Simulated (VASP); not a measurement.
# MnV (Pm-3m) in VASP: further runs, part 2 of 2

VASP 6.6.1.

### Step 4. Single point, LDA, collinear spin, ferromagnetic start (volume scaled by 0.95)

The input, INCAR:

```
SYSTEM = MnV
  PREC = Accurate
  ENCUT = 520
  EDIFF = 1E-6
  ISMEAR = -1
  SIGMA = 0.05
  LREAL = .FALSE.
  LASPH = .TRUE.
  NELM = 150
  ALGO = Normal
  ISIF = 2
  LWAVE = .FALSE.
  LCHARG = .FALSE.
  ISPIN = 2
  MAGMOM = 4 2
  LORBIT = 11
  LMAXMIX = 4
  GGA = CA
  NBANDS = 24
```

The input, KPOINTS:

```
regular mesh
0
G
  11 11 11
  0 0 0
```

The input, POSCAR:

```
MnV
1.0
    2.8508379602      0.0000000000      0.0000000000
    0.0000000000      2.8508379602      0.0000000000
    0.0000000000      0.0000000000      2.8508379602
Mn V
1 1
Direct
    0.0000000000      0.0000000000      0.0000000000
    0.5000000000      0.5000000000      0.5000000000
```

Potentials or basis: VASP PAW LDA potentials, release 64 (Mn_pv, V_sv).

Launch:

```sh
$ cat potpaw_LDA.64/Mn_pv/POTCAR potpaw_LDA.64/V_sv/POTCAR > POTCAR
$ mpirun -np 1 vasp_std > vasp.out
```

OUTCAR:

```text
SYSTEM = MnV
   PREC = Accurate
   ENCUT = 520
   EDIFF = 1E-6
   ISMEAR = -1
   LREAL = .FALSE.
   LASPH = .TRUE.
   NELM = 150
   ISIF = 2
   ISPIN = 2
   LORBIT = 11
   GGA = CA

 ion  position               nearest neighbor table
   1  0.000  0.000  0.000-   2 2.47   2 2.47   2 2.47   2 2.47   2 2.47   2 2.47   2 2.47   2 2.47

   2  0.500  0.500  0.500-   1 2.47   1 2.47   1 2.47   1 2.47   1 2.47   1 2.47   1 2.47   1 2.47

  LATTYP: Found a simple cubic cell.
 ALAT       =     2.8508379602

  Lattice vectors:

 A1 = (   2.8508379602,   0.0000000000,   0.0000000000)
 A2 = (   0.0000000000,   2.8508379602,   0.0000000000)
 A3 = (   0.0000000000,   0.0000000000,   2.8508379602)

Analysis of symmetry for initial positions (statically):
=====================================================================
 Subroutine PRICEL returns:
 Original cell was already a primitive cell.

 Routine SETGRP: Setting up the symmetry group for a
 simple cubic supercell.

 Subroutine GETGRP returns: Found 48 space group operations
 (whereof 48 operations were pure point group operations)
 out of a pool of 48 trial point group operations.

The static configuration has the point symmetry O_h .

Analysis of symmetry for dynamics (positions and initial velocities):
=====================================================================
 Subroutine PRICEL returns:
 Original cell was already a primitive cell.

 Routine SETGRP: Setting up the symmetry group for a
 simple cubic supercell.

 Subroutine GETGRP returns: Found 48 space group operations
 (whereof 48 operations were pure point group operations)
 out of a pool of 48 trial point group operations.

The dynamic configuration has the point symmetry O_h .

Analysis of structural, dynamic, and magnetic symmetry:
=====================================================================
 Subroutine PRICEL returns:
 Original cell was already a primitive cell.

 Routine SETGRP: Setting up the symmetry group for a
 simple cubic supercell.

 Subroutine GETGRP returns: Found 48 space group operations
 (whereof 48 operations were pure point group operations)
 out of a pool of 48 trial point group operations.

The overall configuration has the point symmetry O_h .

 Subroutine INISYM returns: Found 48 space group operations
 (whereof 48 operations are pure point group operations),
 and found     1 'primitive' translations

----------------------------------------------------------------------------------------

                                     Primitive cell

  volume of cell :      23.1695

  direct lattice vectors                    reciprocal lattice vectors
     2.850837960  0.000000000  0.000000000     0.350774058  0.000000000  0.000000000
     0.000000000  2.850837960  0.000000000     0.000000000  0.350774058  0.000000000
     0.000000000  0.000000000  2.850837960     0.000000000  0.000000000  0.350774058

  length of vectors
     2.850837960  2.850837960  2.850837960     0.350774058  0.350774058  0.350774058

  position of ions in fractional coordinates (direct lattice)
     0.000000000  0.000000000  0.000000000
     0.500000000  0.500000000  0.500000000

  ion indices of the primitive-cell ions
   primitive index   ion index
                 1           1
                 2           2

----------------------------------------------------------------------------------------

 KPOINTS: regular mesh

Automatic generation of k-mesh.
[... 59 lines left out ...]
   ICHARG =      2    charge: 1-file 2-atom 10-const
   ISPIN  =      2    spin polarized calculation?
   LNONCOLLINEAR =      F non collinear calculations
   LSORBIT =      F    spin-orbit coupling
   LASPH  =      T    aspherical Exc in radial PAW
   ENCUT  =  520.0 eV  38.22 Ry    6.18 a.u.   5.30  5.30  5.30*2*pi/ulx,y,z
   NELM   =    150;   NELMIN=  2; NELMDL= -5     # of ELM steps
   EDIFF  = 0.1E-05   stopping-criterion for ELM
   LREAL  =      F    real-space projection
   EDIFFG = 0.1E-04   stopping-criterion for IOM
   NSW    =      0    number of steps for IOM
   IBRION =     -1    ionic relax: 0-MD 1-quasi-New 2-CG
   NFREE  =      0    steps in history (QN), initial steepest desc. (CG)
   ISIF   =      2    stress and relaxation
   ISYM   =      2    0-nonsym 1-usesym 2-fastsym
   POTIM  = 0.5000    time-step for ionic-motion
   TEBEG  =    0.0;   TEEND  =   0.0 temperature during run
   PSTRESS=    0.0 pullay stress
   NELECT =      26.0000    total number of electrons
   NUPDOWN=      -1.0000    fix difference up-down
   EMIN   =  10.00;   EMAX   =-10.00  energy-range for DOS
   EFERMI =   0.00;   METHOD = LEGACY
   ISMEAR =    -1;   SIGMA  =   0.05  broadening in eV -4-tet -1-fermi 0-gaus
   EFERMI_NEDOS =   21; number of points for ismear=-14 and -15
   IALGO  =     38    algorithm
   IMIX   =      4    mixing-type and parameters
     AMIX     =   0.40;   BMIX     =  1.00
     AMIX_MAG =   1.60;   BMIX_MAG =  1.00
  volume/ion in A,a.u.               =      11.58        78.18
  Fermi-wavevector in a.u.,A,eV,Ry     =   1.701218  3.214837 39.377222  2.894144
  Thomas-Fermi vector in A             =   2.781211
   LORBIT       =     11    0 simple, 1 ext, 2 COOP (PROOUT), +10 PAW based schemes
   GGA     = CA    functional components
   LHFCALC =     F    Hartree Fock is set to
   AEXX    =    0.0000 exact exchange contribution
   IVDW    =     0    specifies the selected vdW correction
   LEPSILON=     F    determine dielectric tensor
   LRPA    =     F    only Hartree local field effects (RPA)
 spin polarized calculation
  energy-cutoff  :      520.00
  volume of cell :       23.17
 maximum number of plane-waves:       639
 NGX is ok and might be reduce to    24
   NGX = 11   NGY = 11   NGZ = 11

 number of electron      25.9999993 magnetization       0.0020548

 number of electron      25.9999993 magnetization      -0.0005102

 Free energy of the ion-electron system (eV)
  ---------------------------------------------------
  ext. energy  EPLUGINS =         0.00000000
  ---------------------------------------------------
  free energy    TOTEN  =       -20.68596659 eV

  energy without entropy =      -20.68140991  energy(sigma->0) =      -20.68368825

 E-fermi :  10.7285     XC(G=0): -14.0137

 val. band max:       10.7275860703   @ k =   0.4545   0.3636   0.0000
 cond. band min:      10.7822072091   @ k =   0.3636   0.0909   0.0909
 fundamental gap:      0.0546211388
 Fermi energy:        10.7284837693

 spin component 1

 k-point     1 :       0.0000    0.0000    0.0000
  band No.  band energies     occupation
      1     -52.8020      1.00000
      2     -36.7615      1.00000
      3     -36.7615      1.00000
      4     -36.7615      1.00000
      5     -26.9217      1.00000
      6     -26.9217      1.00000
[... 637 lines left out ...]
     23      30.2516      0.00000
     24      30.7893      0.00000

 [... further k-points ...]

 spin component 2

 k-point     1 :       0.0000    0.0000    0.0000
  band No.  band energies     occupation
      1     -52.8034      1.00000
      2     -36.7604      1.00000
      3     -36.7604      1.00000
      4     -36.7604      1.00000
      5     -26.9232      1.00000
      6     -26.9232      1.00000
[... 637 lines left out ...]
     23      30.2510      0.00000
     24      30.7892      0.00000

 [... further k-points ...]
[... 5 lines left out ...]
  --------------------------------------------------------------------------------------
  -------------------------------------------------------------------------------------
  Total       -1.5596665     -1.5596665     -1.5596665     -0.0000000      0.0000000     -0.0000000
  in kB     -107.8511400   -107.8511400   -107.8511400     -0.0000000      0.0000000     -0.0000000
  external PRESSURE =    -107.8511400 kB  Pullay stress =       0.0000000 kB

 VOLUME and BASIS-vectors are now :
 -----------------------------------------------------------------------------
  energy-cutoff  :      520.00
  volume of cell :       23.17
      direct lattice vectors                 reciprocal lattice vectors
     2.850837960  0.000000000  0.000000000     0.350774058  0.000000000  0.000000000
     0.000000000  2.850837960  0.000000000     0.000000000  0.350774058  0.000000000
     0.000000000  0.000000000  2.850837960     0.000000000  0.000000000  0.350774058

 POSITION                                       TOTAL-FORCE (eV/Angst)
 -----------------------------------------------------------------------------------
      0.00000      0.00000      0.00000         0.000000      0.000000      0.000000
      1.42542      1.42542      1.42542         0.000000      0.000000      0.000000
 -----------------------------------------------------------------------------------
    total drift:                                0.000000      0.000000     -0.000000

  FREE ENERGIE OF THE ION-ELECTRON SYSTEM (eV)
  ---------------------------------------------------
  free  energy   TOTEN  =       -20.6859665935 eV

  energy  without entropy=      -20.6814099142  energy(sigma->0) =      -20.68368825

 total charge

# of ion       s       p       d       tot
------------------------------------------
    1        0.424   6.375   5.230  12.028
    2        2.363   6.294   3.090  11.748
--------------------------------------------------
tot          2.787  12.669   8.320  23.776

 magnetization (x)

# of ion       s       p       d       tot
------------------------------------------
    1        0.000  -0.000   0.001   0.001
    2       -0.000  -0.000  -0.001  -0.001
--------------------------------------------------
tot         -0.000  -0.000   0.000   0.000
```

OSZICAR:

```text
N       E                     dE             d eps       ncg     rms          rms(c)
DAV:   1     0.286994630631E+03    0.28699E+03   -0.14795E+04  5432   0.141E+03
DAV:   2    -0.108228325228E+02   -0.29782E+03   -0.28668E+03  5480   0.422E+02
DAV:   3    -0.208633255911E+02   -0.10040E+02   -0.99951E+01  6032   0.895E+01
DAV:   4    -0.209478320425E+02   -0.84506E-01   -0.84497E-01  6104   0.822E+00
DAV:   5    -0.209491930964E+02   -0.13611E-02   -0.13610E-02  6088   0.102E+00    0.331E+01
DAV:   6    -0.215690108084E+02   -0.61982E+00   -0.12363E+01  5648   0.371E+01    0.139E+01
DAV:   7    -0.256274206498E+02   -0.40584E+01   -0.50752E+01  6072   0.363E+01    0.293E+01
DAV:   8    -0.207501066731E+02    0.48773E+01   -0.27695E+01  6056   0.267E+01    0.412E+00
DAV:   9    -0.207067480819E+02    0.43359E-01   -0.14742E-01  5520   0.293E+00    0.179E+00
DAV:  10    -0.206887844568E+02    0.17964E-01   -0.70232E-02  6032   0.232E+00    0.100E+00
DAV:  11    -0.206861115627E+02    0.26729E-02   -0.72610E-03  5480   0.107E+00    0.298E-01
DAV:  12    -0.206859562979E+02    0.15526E-03   -0.10077E-03  6376   0.301E-01    0.683E-02
DAV:  13    -0.206859660915E+02   -0.97936E-05   -0.39313E-05  5720   0.470E-02    0.340E-02
DAV:  14    -0.206859665935E+02   -0.50195E-06   -0.96287E-06  6312   0.204E-02
   1 F= -.20685967E+02 E0= -.20683688E+02  d E =-.455668E-02  mag=     0.0001
```

stdout:

```text
POSCAR found type information on POSCAR MnV
 POSCAR found :  2 types and       2 ions
 scaLAPACK will be used
 LDA part: xc-table for (Slater(with rela. corr.)+CA(PZ))
 , standard interpolation
 POSCAR, INCAR and KPOINTS ok, starting setup
 FFT: planning ... GRIDC
 FFT: planning ... GRID_SOFT
 FFT: planning ... GRID
 WAVECAR not read
 entering main loop
```

It took 23 s on 1 thread of AMD EPYC 9R45 (Zen 5), shared host; peak memory 0.14 GiB.

What came out:

```yaml
Free_energy: -20.6860 eV
Pressure: -10.8 GPa
Band_gap_on_the_k_mesh: zero (filled and empty bands overlap)
Net_moment: 0.00 μB per cell
Valence_electrons_inside_the_program's_atomic_spheres: Mn 12.03; V 11.75
```

Caveat: the starting moments collapsed, and a magnetic state may lie lower.

### Step 5. Single point, LDA, collinear spin, ferromagnetic start (volume scaled by 0.95)

The input, INCAR:

```
PREC = Accurate
ENCUT = 520
EDIFF = 1E-7
ISMEAR = -1
SIGMA = 0.05
LREAL = False
LASPH = True
NELM = 150
ALGO = Normal
ISIF = 2
LWAVE = False
LCHARG = True
ISPIN = 2
MAGMOM = 4 2
LORBIT = 11
LMAXMIX = 4
GGA = CA
LELF = True
LVHAR = True
NBANDS = 24
```

The input, KPOINTS:

```
Automatic mesh
0
Gamma
  11 11 11
```

POSCAR is that of step 4.

Potentials or basis: VASP PAW LDA potentials, release 64 (Mn_pv, V_sv).

Launch:

```sh
$ cat potpaw_LDA.64/Mn_pv/POTCAR potpaw_LDA.64/V_sv/POTCAR > POTCAR
$ mpirun -np 1 vasp_std > vasp.out
```

OUTCAR:

```text
PREC = Accurate
   ENCUT = 520
   EDIFF = 1E-7
   ISMEAR = -1
   LREAL = False
   LASPH = True
   NELM = 150
   ISIF = 2
   ISPIN = 2
   LORBIT = 11
   GGA = CA

 ion  position               nearest neighbor table
   1  0.000  0.000  0.000-   2 2.47   2 2.47   2 2.47   2 2.47   2 2.47   2 2.47   2 2.47   2 2.47

   2  0.500  0.500  0.500-   1 2.47   1 2.47   1 2.47   1 2.47   1 2.47   1 2.47   1 2.47   1 2.47

  LATTYP: Found a simple cubic cell.
 ALAT       =     2.8508379602

  Lattice vectors:

 A1 = (   2.8508379602,   0.0000000000,   0.0000000000)
 A2 = (   0.0000000000,   2.8508379602,   0.0000000000)
 A3 = (   0.0000000000,   0.0000000000,   2.8508379602)

Analysis of symmetry for initial positions (statically):
=====================================================================
 Subroutine PRICEL returns:
 Original cell was already a primitive cell.

 Routine SETGRP: Setting up the symmetry group for a
 simple cubic supercell.

 Subroutine GETGRP returns: Found 48 space group operations
 (whereof 48 operations were pure point group operations)
 out of a pool of 48 trial point group operations.

The static configuration has the point symmetry O_h .

Analysis of symmetry for dynamics (positions and initial velocities):
=====================================================================
 Subroutine PRICEL returns:
 Original cell was already a primitive cell.

 Routine SETGRP: Setting up the symmetry group for a
 simple cubic supercell.

 Subroutine GETGRP returns: Found 48 space group operations
 (whereof 48 operations were pure point group operations)
 out of a pool of 48 trial point group operations.

The dynamic configuration has the point symmetry O_h .

Analysis of structural, dynamic, and magnetic symmetry:
=====================================================================
 Subroutine PRICEL returns:
 Original cell was already a primitive cell.

 Routine SETGRP: Setting up the symmetry group for a
[... 142 lines left out ...]
   NGX = 11   NGY = 11   NGZ = 11

 number of electron      25.9999993 magnetization      -0.0005102

 number of electron      25.9999993 magnetization       0.0000960

 Free energy of the ion-electron system (eV)
  ---------------------------------------------------
  ext. energy  EPLUGINS =         0.00000000
  ---------------------------------------------------
  free energy    TOTEN  =       -20.68596702 eV

  energy without entropy =      -20.68140973  energy(sigma->0) =      -20.68368838

 E-fermi :  10.7284     XC(G=0): -14.0137

 val. band max:       10.7273875413   @ k =   0.4545   0.3636   0.0000
 cond. band min:      10.7821748460   @ k =   0.3636   0.0909   0.0909
 fundamental gap:      0.0547873047
 Fermi energy:        10.7284134832

 spin component 1

 k-point     1 :       0.0000    0.0000    0.0000
  band No.  band energies     occupation
      1     -52.8032      1.00000
      2     -36.7609      1.00000
      3     -36.7609      1.00000
      4     -36.7609      1.00000
      5     -26.9228      1.00000
      6     -26.9228      1.00000
[... 637 lines left out ...]
     23      30.2511      0.00000
     24      30.7892      0.00000

 [... further k-points ...]

 spin component 2

 k-point     1 :       0.0000    0.0000    0.0000
  band No.  band energies     occupation
      1     -52.8034      1.00000
      2     -36.7606      1.00000
      3     -36.7606      1.00000
      4     -36.7606      1.00000
      5     -26.9230      1.00000
      6     -26.9230      1.00000
[... 637 lines left out ...]
     23      30.2510      0.00000
     24      30.7892      0.00000

 [... further k-points ...]
[... 5 lines left out ...]
  --------------------------------------------------------------------------------------
  -------------------------------------------------------------------------------------
  Total       -1.5460937     -1.5460937     -1.5460937     -0.0000000      0.0000000     -0.0000000
  in kB     -106.9125747   -106.9125747   -106.9125747     -0.0000000      0.0000000     -0.0000000
  external PRESSURE =    -106.9125747 kB  Pullay stress =       0.0000000 kB

 VOLUME and BASIS-vectors are now :
 -----------------------------------------------------------------------------
  energy-cutoff  :      520.00
  volume of cell :       23.17
      direct lattice vectors                 reciprocal lattice vectors
     2.850837960  0.000000000  0.000000000     0.350774058  0.000000000  0.000000000
     0.000000000  2.850837960  0.000000000     0.000000000  0.350774058  0.000000000
     0.000000000  0.000000000  2.850837960     0.000000000  0.000000000  0.350774058

 POSITION                                       TOTAL-FORCE (eV/Angst)
 -----------------------------------------------------------------------------------
      0.00000      0.00000      0.00000         0.000000      0.000000      0.000000
      1.42542      1.42542      1.42542         0.000000      0.000000      0.000000
 -----------------------------------------------------------------------------------
    total drift:                                0.000000      0.000000     -0.000000

  FREE ENERGIE OF THE ION-ELECTRON SYSTEM (eV)
  ---------------------------------------------------
  free  energy   TOTEN  =       -20.6859670199 eV

  energy  without entropy=      -20.6814097337  energy(sigma->0) =      -20.68368838

 total charge

# of ion       s       p       d       tot
------------------------------------------
    1        0.424   6.375   5.229  12.028
    2        2.363   6.294   3.091  11.748
--------------------------------------------------
tot          2.787  12.669   8.320  23.776

 magnetization (x)

# of ion       s       p       d       tot
------------------------------------------
    1        0.000  -0.000   0.000   0.000
    2       -0.000  -0.000  -0.000  -0.000
--------------------------------------------------
tot         -0.000  -0.000   0.000   0.000
```

stdout:

```text
POSCAR found type information on POSCAR MnV
 POSCAR found :  2 types and       2 ions
 scaLAPACK will be used
 LDA part: xc-table for (Slater(with rela. corr.)+CA(PZ))
 , standard interpolation
 POSCAR, INCAR and KPOINTS ok, starting setup
 FFT: planning ... GRIDC
 FFT: planning ... GRID_SOFT
 FFT: planning ... GRID
 WAVECAR not read
 entering main loop
```

It took 28 s on 1 thread of AMD EPYC 9R45 (Zen 5), shared host; peak memory 0.14 GiB.

Results:

| Property | Result |
| --- | --- |
| Free energy | -20.6860 eV |
| Pressure | -10.7 GPa |
| Band gap on the k mesh | zero (filled and empty bands overlap) |
| Net moment | 0.00 μB per cell |
| Valence electrons inside the program's atomic spheres | Mn 12.03; V 11.75 |

Levels at points of the mesh, in eV from the Fermi level:
Spin up:
```csv
k point,band 11,band 12,band 13,band 14,band 15,band 16
"(0.00, 0.00, 0.00)",-0.90,-0.90,-0.90,1.20,1.20,2.78
```
Spin down:
| k point | band 9 | band 10 | band 11 | band 12 | band 13 | band 14 | band 15 | band 16 | band 17 | band 18 |
| --- | --- | --- | --- | --- | --- | --- | --- | --- | --- | --- |
| (0.00, 0.00, 0.00) | -4.29 | -4.29 | -0.90 | -0.90 | -0.90 | 1.20 | 1.20 | 2.78 | 2.78 | 2.78 |

Caveat: the starting moments collapsed, and a magnetic state may lie lower.
